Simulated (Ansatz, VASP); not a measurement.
**MnS: VASP beside Ansatz**

File INCAR:

```
SYSTEM = MnS
PREC = Accurate ; ENCUT = 520
EDIFF = 1E-6 ; ISMEAR = -1
SIGMA = 0.05 ; LREAL = .FALSE.
LASPH = .TRUE. ; NELM = 150
ALGO = Normal ; ISIF = 2
LWAVE = .FALSE. ; LCHARG = .FALSE.
ISPIN = 2 ; MAGMOM = 2 0
LORBIT = 11 ; NUPDOWN = 2.0
LMAXMIX = 4 ; GGA = PS
NBANDS = 20
```

File KPOINTS:

```
Automatic mesh
0
G
  8 8 8
  0 0 0
```

File POSCAR:

```
MnS
1.0
    0.0000000000      2.4734634191      2.4734634191
    2.4734634191      0.0000000000      2.4734634191
    2.4734634191      2.4734634191      0.0000000000
Mn S
1 1
Direct
    0.0000000000      0.0000000000      0.0000000000
    0.7500000000      0.7500000000      0.7500000000
```

input.yaml

```yaml
crystal:
  lattice:
    - [0.0, 2.4734634191, 2.4734634191]
    - [2.4734634191, 0.0, 2.4734634191]
    - [2.4734634191, 2.4734634191, 0.0]
  atoms:
    - { symbol: Mn, position: [0.0, 0.0, 0.0], spin: 2.0 }
    - { symbol: S, position: [0.75, 0.75, 0.75] }
hamiltonian:
  xc: pbesol
  pseudopotentials: { kind: paw }
magnetization:
  spin_polarized: true
  initial_magnetization: 2.0
  spin_locking: { lock_magnetization: hard }
kpoints:
  mp_grid: { grid: [8, 8, 8] }
scf:
  occupations: { method: fermi_dirac, width: 0.05 }
  lower_state_search: "off"
output:
  forces: true
  stress: true
  eigenvalues: true
```

Alike in both runs: task single point; functional PBEsol; k mesh 8 × 8 × 8; occupations fermi-dirac, width 0.05 eV; collinear spin; fixed moment 2 μB.

|  | VASP | Ansatz |
| --- | --- | --- |
| version | VASP 6.6.1 | Ansatz 0.2.0 |
| potentials or method | VASP PAW PBE potentials, release 64 (Mn_pv, S) | Ansatz PAW |
| plane-wave cutoff (eV) | 520 | 420 |
| valence electrons in the cell | 19 | 21 |

|  | VASP | Ansatz | Ansatz less VASP |
| --- | --- | --- | --- |
| pressure (GPa) | 7.2 | 7.1 | -0.19 |
| net moment per atom (μB) | 1.00 | 1.00 | 0.000 |
| size of the moment on the site where the two differ most (μB) | 1.92 | 1.74 | -0.184 |

VASP's potentials were made for PBE, not for PBEsol. Site moments also hang on the region over which each program counts them. VASP's potentials hold 19 valence electrons a cell and Ansatz's 21, so a difference there can come from the potentials and not from the codes.
